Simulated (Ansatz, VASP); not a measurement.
Rh in VASP and in Ansatz

The input INCAR:

```
SYSTEM = Rh
PREC = Accurate ; ENCUT = 600
EDIFF = 1E-6 ; ISMEAR = -1
SIGMA = 0.05 ; LREAL = .False.
LASPH = .True. ; NELM = 60
ALGO = Fast ; ISIF = 3
LWAVE = .False. ; LCHARG = .False.
GGA = PE ; IBRION = 2
NSW = 60 ; EDIFFG = -0.01
```

Contents of KPOINTS:

```
Automatic mesh
0
Gamma
  12 12 12
  0 0 0
```

Contents of POSCAR:

```
Rh
1.0
    0.0000000000      1.8978500000      1.8978500000
    1.8978500000      0.0000000000      1.8978500000
    1.8978500000      1.8978500000      0.0000000000
Rh
1
Direct
    0.0000000000      0.0000000000      0.0000000000
```

Contents of input.yaml:

```yaml
crystal:
  lattice:
    - [0.0, 1.89785, 1.89785]
    - [1.89785, 0.0, 1.89785]
    - [1.89785, 1.89785, 0.0]
  atoms:
    - { symbol: Rh, position: [0.0, 0.0, 0.0] }
hamiltonian:
  xc: pbe
  pseudopotentials: { kind: paw }
kpoints:
  mp_grid: { grid: [12, 12, 12] }
scf:
  occupations: { method: fermi_dirac, width: 0.05 }
output:
  forces: true
  stress: true
  write_density: true
  write_potential: true
  elf: true
  volumetric_format: npy
relax:
  f_tol: 0.01
  max_steps: 40
  cell: { stress_tol: 0.05 }
```

Alike in both runs: task relaxation of cell and atoms; functional PBE; k mesh 12 × 12 × 12; occupations fermi-dirac, width 0.05 eV; no spin polarisation.

|  | VASP | Ansatz |
| --- | --- | --- |
| version | VASP 6.6.1 | Ansatz 0.2.0 |
| potentials or method | VASP PAW PBE potentials, release 64 (Rh_pv) | Ansatz PAW |
| plane-wave cutoff (eV) | 600 | 420 |
| valence electrons in the cell | 15 | 17 |

Ansatz gave:

| Item | Value |
| --- | --- |
| gap on the k mesh at the Fermi level, each at its own relaxed structure (eV) | none |
| relaxed volume (Å³/atom) | 14.04 |
| relaxed cell length with the largest relative difference (Å) | 2.708 |

**Question.** Estimate VASP's values.

**Answer.** gap on the k mesh at the Fermi level, each at its own relaxed structure (eV): none; relaxed volume (Å³/atom): 14.03; relaxed cell length with the largest relative difference (Å): 2.707.

A gap of «none» marks a metal or a gap that the smearing closes. VASP's potentials hold 15 valence electrons a cell and Ansatz's 17, so a difference there can come from the potentials and not from the codes.

Noted on Ansatz's run: the plane-wave basis is chosen anew once the cell has moved, so the energies of steps on either side of that aren't comparable.
